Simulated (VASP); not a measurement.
# BP (I-4m2) in VASP: notebook, part 2 of 2

VASP 6.6.1.

### 4 Single point, LDA (strained cell)

The input, INCAR:

```
ALGO = Normal ; EDIFF = 1E-6
ENCUT = 500 ; GGA = CA
GGA_COMPAT = False ; ISIF = 2
ISMEAR = 0 ; LASPH = True
LCHARG = False ; LREAL = False
LWAVE = False ; NBANDS = 11
NELM = 120 ; PREC = Accurate
SIGMA = 0.02
```

The input, KPOINTS:

```
k-points
0
Gamma
  10 10 10
```

The input, POSCAR:

```
BP
1.0
    0.0000000000      2.2229228706      2.2558474901
    2.2229228706      0.0000000000      2.2558474901
    2.2229228706      2.2229228706      0.0000000000
B P
1 1
Direct
    0.0000000000      0.0000000000      0.0000000000
    0.2500000000      0.2500000000      0.2500000000
```

Command:

```
$ cat potpaw_LDA.64/B/POTCAR potpaw_LDA.64/P/POTCAR > POTCAR
$ mpirun -np 1 vasp_std > vasp.out
```

Run time: 12 s. Hardware: 1 thread of Intel Xeon Platinum 8259CL at 2.50GHz (Skylake/Cascade Lake), shared host; peak memory 0.14 GiB.

The run converged. Its results:

| Property | Result |
| --- | --- |
| Free energy | -14.3934 eV |
| Pressure | 2.6 GPa |
| Band gap on the k mesh | 1.02 eV (least direct gap 3.38 eV) |

Stress tensor (GPa, compression positive):
```
 4.03  0.00  0.00
 0.00  4.03  0.00
 0.00  0.00 -0.14
```

Levels at points of the mesh, in eV from the valence-band top:
```csv
k point,band 2,band 3,band 4,band 5,band 6,band 7
"(0.00, 0.00, 0.00)",-0.15,0.00,0.00,3.38,3.38,3.46
"(0.50, 0.00, 0.00)",-9.40,-1.95,-1.75,3.97,4.64,4.74
"(0.50, 0.50, 0.00)",-8.87,-4.22,-4.22,1.28,1.61,12.40
"(0.50, 0.00, 0.50)",-8.73,-4.39,-4.36,1.11,1.40,12.21
```

Caveat: the cell differs from its parent crystal (strained cell).

### 5 Single point, LDA

The input, INCAR:

```
SYSTEM = BP
ALGO = Normal
EDIFF = 1E-6
ENCUT = 500
GGA = CA
GGA_COMPAT = .FALSE.
ISIF = 2
ISMEAR = 0
LASPH = .TRUE.
LCHARG = .FALSE.
LREAL = .FALSE.
LWAVE = .FALSE.
NBANDS = 11
NELM = 120
PREC = Accurate
SIGMA = 0.01
```

The input, KPOINTS:

```
k-points
0
G
  10 10 10
  0 0 0
```

POSCAR is that of step 4.

Potentials or basis: VASP PAW LDA potentials, release 64 (B, P).

Command:

```
$ cat potpaw_LDA.64/B/POTCAR potpaw_LDA.64/P/POTCAR > POTCAR
$ mpirun -np 1 vasp_std > vasp.out
```

OUTCAR:

```text
SYSTEM = BP
   EDIFF = 1E-6
   ENCUT = 500
   GGA = CA
   ISIF = 2
   ISMEAR = 0
   LASPH = .TRUE.
   LREAL = .FALSE.
   NELM = 120
   PREC = Accurate

 ion  position               nearest neighbor table
   1  0.000  0.000  0.000-   2 1.93   2 1.93   2 1.93   2 1.93
   2  0.250  0.250  0.250-   1 1.93   1 1.93   1 1.93   1 1.93

  LATTYP: Found a body centered tetragonal cell.
 ALAT       =     3.1436876717
 C/A-ratio  =     1.4351600577

  Lattice vectors:

 A1 = (  -2.2229228706,   0.0000000000,   2.2558474901)
 A2 = (   2.2229228706,   0.0000000000,   2.2558474901)
 A3 = (   0.0000000000,   2.2229228706,  -2.2558474901)

Analysis of symmetry for initial positions (statically):
=====================================================================
 Subroutine PRICEL returns:
 Original cell was already a primitive cell.

 Routine SETGRP: Setting up the symmetry group for a
 body centered tetragonal supercell.

 Subroutine GETGRP returns: Found  8 space group operations
 (whereof  8 operations were pure point group operations)
 out of a pool of 16 trial point group operations.

The static configuration has the point symmetry D_2d.

Analysis of symmetry for dynamics (positions and initial velocities):
=====================================================================
 Subroutine PRICEL returns:
 Original cell was already a primitive cell.

 Routine SETGRP: Setting up the symmetry group for a
 body centered tetragonal supercell.

 Subroutine GETGRP returns: Found  8 space group operations
 (whereof  8 operations were pure point group operations)
 out of a pool of 16 trial point group operations.

The dynamic configuration has the point symmetry D_2d.

 Subroutine INISYM returns: Found  8 space group operations
 (whereof  8 operations are pure point group operations),
 and found     1 'primitive' translations

----------------------------------------------------------------------------------------

                                     Primitive cell

  volume of cell :      22.2940

  direct lattice vectors                    reciprocal lattice vectors
     0.000000000  2.222922871  2.255847490    -0.224929082  0.224929082  0.221646189
     2.222922871  0.000000000  2.255847490     0.224929082 -0.224929082  0.221646189
     2.222922871  2.222922871  0.000000000     0.224929082  0.224929082 -0.221646189

  length of vectors
     3.167054465  3.167054465  3.143687672     0.387702485  0.387702485  0.387702485

  position of ions in fractional coordinates (direct lattice)
     0.000000000  0.000000000  0.000000000
     0.250000000  0.250000000  0.250000000

  ion indices of the primitive-cell ions
   primitive index   ion index
                 1           1
                 2           2

----------------------------------------------------------------------------------------

 KPOINTS: k-points

Automatic generation of k-mesh.
 Grid dimensions read from file:
 generate k-points for:   10   10   10

 Generating k-lattice:

  Cartesian coordinates                     Fractional coordinates (reciprocal lattice)
    -0.022492908  0.022492908  0.022164619     0.100000000 -0.000000000  0.000000000
     0.022492908 -0.022492908  0.022164619    -0.000000000  0.100000000  0.000000000
     0.022492908  0.022492908 -0.022164619     0.000000000  0.000000000  0.100000000

  Length of vectors
     0.038770248  0.038770248  0.038770248

  Shift w.r.t. Gamma in fractional coordinates (k-lattice)
     0.000000000  0.000000000  0.000000000

 Subroutine IBZKPT returns following result:
 ===========================================

 Found    102 irreducible k-points:

 Following reciprocal coordinates:
            Coordinates               Weight
  0.000000  0.000000  0.000000      1.000000
  0.100000  0.000000  0.000000      8.000000
  0.200000  0.000000  0.000000      8.000000
  0.300000  0.000000  0.000000      8.000000
  0.400000 -0.000000  0.000000      8.000000
  0.500000 -0.000000  0.000000      4.000000
[... 16 lines left out ...]
  0.300000  0.300000  0.000000      2.000000
  0.400000  0.300000  0.000000      8.000000
 [... further k-points ...]
   k-points           NKPTS =    102   k-points in BZ     NKDIM =    102   number of bands    NBANDS=     11
   number of dos      NEDOS =    301   number of ions     NIONS =      2
   total plane-waves  NPLWV =  13824
   dimension x,y,z NGX =    24 NGY =   24 NGZ =   24
   dimension x,y,z NGXF=    48 NGYF=   48 NGZF=   48
   ions per type =               1   1
   NGX,Y,Z   is equivalent  to a cutoff of  12.60, 12.60, 12.69 a.u.
   NGXF,Y,Z  is equivalent  to a cutoff of  25.20, 25.20, 25.38 a.u.
 SYSTEM =  BP
   PREC   = accura    normal or accurate (medium, high low for compatibility)
   ISTART =      0    job   : 0-new  1-cont  2-samecut
   ICHARG =      2    charge: 1-file 2-atom 10-const
   ISPIN  =      1    spin polarized calculation?
   LNONCOLLINEAR =      F non collinear calculations
   LSORBIT =      F    spin-orbit coupling
   LASPH  =      T    aspherical Exc in radial PAW
   ENCUT  =  500.0 eV  36.75 Ry    6.06 a.u.   5.77  5.77  5.73*2*pi/ulx,y,z
   NELM   =    120;   NELMIN=  2; NELMDL= -5     # of ELM steps
   EDIFF  = 0.1E-05   stopping-criterion for ELM
   LREAL  =      F    real-space projection
   EDIFFG = 0.1E-04   stopping-criterion for IOM
   NSW    =      0    number of steps for IOM
   IBRION =     -1    ionic relax: 0-MD 1-quasi-New 2-CG
   NFREE  =      0    steps in history (QN), initial steepest desc. (CG)
   ISIF   =      2    stress and relaxation
   ISYM   =      2    0-nonsym 1-usesym 2-fastsym
   POTIM  = 0.5000    time-step for ionic-motion
   TEBEG  =    0.0;   TEEND  =   0.0 temperature during run
   PSTRESS=    0.0 pullay stress
   NELECT =       8.0000    total number of electrons
   NUPDOWN=      -1.0000    fix difference up-down
   EMIN   =  10.00;   EMAX   =-10.00  energy-range for DOS
   EFERMI =   0.00;   METHOD = LEGACY
   ISMEAR =     0;   SIGMA  =   0.01  broadening in eV -4-tet -1-fermi 0-gaus
   EFERMI_NEDOS =   21; number of points for ismear=-14 and -15
   IALGO  =     38    algorithm
   IMIX   =      4    mixing-type and parameters
     AMIX     =   0.40;   BMIX     =  1.00
     AMIX_MAG =   1.60;   BMIX_MAG =  1.00
  volume/ion in A,a.u.               =      11.15        75.22
  Fermi-wavevector in a.u.,A,eV,Ry     =   1.163345  2.198404 18.413749  1.353372
  Thomas-Fermi vector in A             =   2.299896
   LORBIT       =      0    0 simple, 1 ext, 2 COOP (PROOUT), +10 PAW based schemes
   GGA     = CA    functional components
   LHFCALC =     F    Hartree Fock is set to
   AEXX    =    0.0000 exact exchange contribution
   IVDW    =     0    specifies the selected vdW correction
   LEPSILON=     F    determine dielectric tensor
   LRPA    =     F    only Hartree local field effects (RPA)
 non-spin polarized calculation
 Gauss-broadening in eV      SIGMA  =   0.01
  energy-cutoff  :      500.00
  volume of cell :       22.29
 maximum number of plane-waves:       588
   NGX = 11   NGY = 11   NGZ = 11

 number of electron       8.0000001 magnetization

 Free energy of the ion-electron system (eV)
  ---------------------------------------------------
  ext. energy  EPLUGINS =         0.00000000
  ---------------------------------------------------
  free energy    TOTEN  =       -14.39342681 eV

  energy without entropy =      -14.39342681  energy(sigma->0) =      -14.39342681

 E-fermi :   8.1366     XC(G=0): -11.2825

 val. band max:        8.0240964513   @ k =   0.0000   0.0000   0.0000
 cond. band min:       9.0436404779   @ k =   0.4000   0.0000   0.4000
 fundamental gap:      1.0195440266
 Fermi energy:         8.1366066722

 k-point     1 :       0.0000    0.0000    0.0000
  band No.  band energies     occupation
      1      -7.8348      2.00000
      2       7.8749      2.00000
      3       8.0241      2.00000
      4       8.0241      2.00000
      5      11.4038      0.00000
      6      11.4038      0.00000
      7      11.4838      0.00000
      8      16.0638      0.00000
      9      19.5682      0.00000
     10      20.0876      0.00000
     11      20.4983      0.00000
[... 309 lines left out ...]
 k-point    24 :       0.4000    0.3000    0.0000
  band No.  band energies     occupation
      1      -4.8306      2.00000
      2       1.7048      2.00000
      3       3.7961      2.00000
      4       4.4199      2.00000
      5       9.8284      0.00000
      6      11.6028      0.00000
      7      17.7114      0.00000
      8      17.7157      0.00000
      9      22.2365      0.00000
     10      23.5942      0.00000
     11      25.4081      0.00000

 [... further k-points ...]

------------------------ aborting loop because EDIFF is reached ----------------------------------------

  FORCE on cell =-STRESS in cart. coord.  units (eV):
  Direction    XX          YY          ZZ          XY          YZ          ZX
  --------------------------------------------------------------------------------------
  -------------------------------------------------------------------------------------
  Total        0.5601251      0.5601251     -0.0194812      0.0000000      0.0000000      0.0000000
  in kB       40.2538164     40.2538164     -1.4000305      0.0000000      0.0000000      0.0000000
  external PRESSURE =      26.3692008 kB  Pullay stress =       0.0000000 kB

 VOLUME and BASIS-vectors are now :
 -----------------------------------------------------------------------------
  energy-cutoff  :      500.00
  volume of cell :       22.29
      direct lattice vectors                 reciprocal lattice vectors
     0.000000000  2.222922871  2.255847490    -0.224929082  0.224929082  0.221646189
     2.222922871  0.000000000  2.255847490     0.224929082 -0.224929082  0.221646189
     2.222922871  2.222922871  0.000000000     0.224929082  0.224929082 -0.221646189

 POSITION                                       TOTAL-FORCE (eV/Angst)
 -----------------------------------------------------------------------------------
      0.00000      0.00000      0.00000         0.000000      0.000000      0.000000
      1.11146      1.11146      1.12792        -0.000000     -0.000000     -0.000000
 -----------------------------------------------------------------------------------
    total drift:                               -0.000000     -0.000000      0.000000

  FREE ENERGIE OF THE ION-ELECTRON SYSTEM (eV)
  ---------------------------------------------------
  free  energy   TOTEN  =       -14.3934268101 eV

  energy  without entropy=      -14.3934268101  energy(sigma->0) =      -14.39342681
```

OSZICAR:

```text
N       E                     dE             d eps       ncg     rms          rms(c)
DAV:   1     0.696572797073E+01    0.69657E+01   -0.39266E+03  2244   0.640E+02
DAV:   2    -0.147491462220E+02   -0.21715E+02   -0.20725E+02  3054   0.108E+02
DAV:   3    -0.153287398684E+02   -0.57959E+00   -0.57826E+00  2871   0.155E+01
DAV:   4    -0.153309106082E+02   -0.21707E-02   -0.21704E-02  2604   0.111E+00
DAV:   5    -0.153309217467E+02   -0.11139E-04   -0.11138E-04  2795   0.782E-02    0.785E+00
DAV:   6    -0.145348221314E+02    0.79610E+00   -0.17587E+00  2559   0.582E+00    0.413E+00
DAV:   7    -0.144064478819E+02    0.12837E+00   -0.30178E-01  2803   0.274E+00    0.134E+00
DAV:   8    -0.143933827143E+02    0.13065E-01   -0.33087E-02  2620   0.992E-01    0.236E-01
DAV:   9    -0.143934306758E+02   -0.47961E-04   -0.80894E-04  2637   0.201E-01    0.171E-01
DAV:  10    -0.143934249821E+02    0.56936E-05   -0.12636E-04  2481   0.638E-02    0.364E-02
DAV:  11    -0.143934273120E+02   -0.23298E-05   -0.83842E-06  2768   0.145E-02    0.447E-02
DAV:  12    -0.143934268101E+02    0.50189E-06   -0.28122E-06  1688   0.712E-03
   1 F= -.14393427E+02 E0= -.14393427E+02  d E =-.119398E-59
```

It took 13 s on 1 thread of Intel Xeon Platinum 8259CL at 2.50GHz (Skylake/Cascade Lake), shared host; peak memory 0.13 GiB.

Results:

* Free energy: -14.3934 eV
* Pressure: 2.6 GPa
* Band gap on the k mesh: 1.02 eV (least direct gap 3.38 eV)

Stress tensor (GPa, compression positive):
```
 4.03  0.00  0.00
 0.00  4.03  0.00
 0.00  0.00 -0.14
```

Levels at points of the mesh, in eV from the valence-band top:
```tsv
k point	band 1	band 2	band 3	band 4	band 5	band 6	band 7	band 8
(0.00, 0.00, 0.00)	-15.86	-0.15	0.00	0.00	3.38	3.38	3.46	8.04
(0.50, 0.00, 0.00)	-12.35	-9.40	-1.95	-1.75	3.97	4.64	4.74	10.04
(0.50, 0.50, 0.00)	-10.88	-8.87	-4.22	-4.22	1.28	1.61	12.40	12.40
(0.50, 0.00, 0.50)	-10.73	-8.73	-4.39	-4.36	1.11	1.40	12.21	12.55
```

A k mesh can miss the band edges.

### 6 The runs side by side

```csv
cell,smearing,gap on the mesh (eV),pressure (GPa)
"a = 3.169, b = 3.169, c = 3.144 Å, angles 60.3, 60.3, 59.5°, 2 atoms",gaussian 0.02 eV,1.01,2.4
"a = 3.164, b = 3.164, c = 3.144 Å, angles 60.2, 60.2, 59.6°, 2 atoms",gaussian 0.02 eV,1.03,3.0
"a = 3.167, b = 3.167, c = 3.144 Å, angles 60.2, 60.2, 59.5°, 2 atoms",gaussian 0.02 eV,1.02,2.6
"a = 3.167, b = 3.167, c = 3.144 Å, angles 60.2, 60.2, 59.5°, 2 atoms",gaussian 0.01 eV,1.02,2.6
```

Alike in all rows: task single point; level LDA; potentials or basis VASP PAW LDA potentials, release 64 (B, P); no spin polarisation; k mesh 10 × 10 × 10; cutoff (eV) 500.

Caveats: the cell stands under pressure (at least some runs).

Absolute energies hang on the potentials; compare differences alone.
